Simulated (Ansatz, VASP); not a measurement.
BiSb2O2 in VASP and in Ansatz

```
CELL_PARAMETERS angstrom
4.17187 0.00000 0.00000
0.00000 4.17187 0.00000
0.00000 0.00000 6.47137
ATOMIC_POSITIONS crystal
Sb 0.50000 0.50000 0.50000
Sb 0.00000 0.00000 0.00000
Bi 0.50000 0.50000 0.00000
O 0.00000 0.00000 0.69125
O 0.00000 0.00000 0.30875
```

Alike in both runs: functional PBE; k mesh 10 × 10 × 6; occupations gaussian, width 0.1 eV; no spin polarisation.

Ansatz relaxed the structure, and its values are those at the end. VASP's run is a single point on that final structure, the one shown.

|  | VASP | Ansatz |
| --- | --- | --- |
| version | VASP 6.6.1 | Ansatz 0.2.0 |
| potentials or method | VASP PAW PBE potentials, release 64 (Sb, Bi_d, O), cutoff 520 eV | scalar-relativistic, plane waves, PAW |
| valence electrons in the cell | 37 | 57 |

|  | VASP | Ansatz | Ansatz less VASP |
| --- | --- | --- | --- |
| gap on the k mesh at the Fermi level (eV) | none | none | - |
| pressure (GPa) | 0.0 | 0.0 | +0.03 |
| rms of the force components (eV/Å) | 0.032 | 0.002 | -0.0300 |

A gap of «none» marks a metal or a gap that the smearing closes. The functional is the same, so the differences come from potentials, cutoffs and numerics. VASP's potentials hold 37 valence electrons a cell and Ansatz's 57, so a difference there can come from the potentials and not from the codes.

Spin-orbit coupling is off throughout.
